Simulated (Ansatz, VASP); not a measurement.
## Na2AgSbF6: VASP beside Ansatz

```
Na Ag Sb F
1.0
     0.00000    4.37513    4.35362
     4.37513    0.00000    4.35362
     4.37513    4.37513    0.00000
Na Ag Sb F
2 1 1 6
Direct
  0.75000 0.75000 0.75000
  0.25000 0.25000 0.25000
  0.50000 0.50000 0.50000
  0.00000 0.00000 0.00000
  0.67235 0.32765 0.13173
  0.24650 0.24650 0.75350
  0.32765 0.67235 0.86827
  0.13173 0.86827 0.32765
  0.86827 0.13173 0.67235
  0.75350 0.75350 0.24650
```

Alike in both runs: functional PBEsol; k mesh 6 × 6 × 6; occupations gaussian, width 0.05 eV; no spin polarisation.

Ansatz relaxed the structure, and its values are those at the end. VASP's run is a single point on that final structure, the one shown.

```csv
,VASP,Ansatz
version,VASP 6.6.1,Ansatz 0.2.0
potentials or method,"VASP PAW PBE potentials, release 64 (Na_pv, Ag, Sb, F), cutoff 520 eV","scalar-relativistic, plane waves, PAW"
valence electrons in the cell,72,94
```

```tsv
	VASP	Ansatz	Ansatz less VASP
gap on the k mesh at the Fermi level (eV)	1.84	1.85	+0.015
least direct gap on the mesh (eV)	2.71	2.73	+0.012
pressure (GPa)	-0.6	0.0	+0.53
rms of the force components (eV/Å)	0.025	0.000	-0.0245
```

VASP's potentials were made for PBE, not for PBEsol. VASP's potentials hold 72 valence electrons a cell and Ansatz's 94, so a difference there can come from the potentials and not from the codes.

Neither program's run includes spin-orbit coupling.
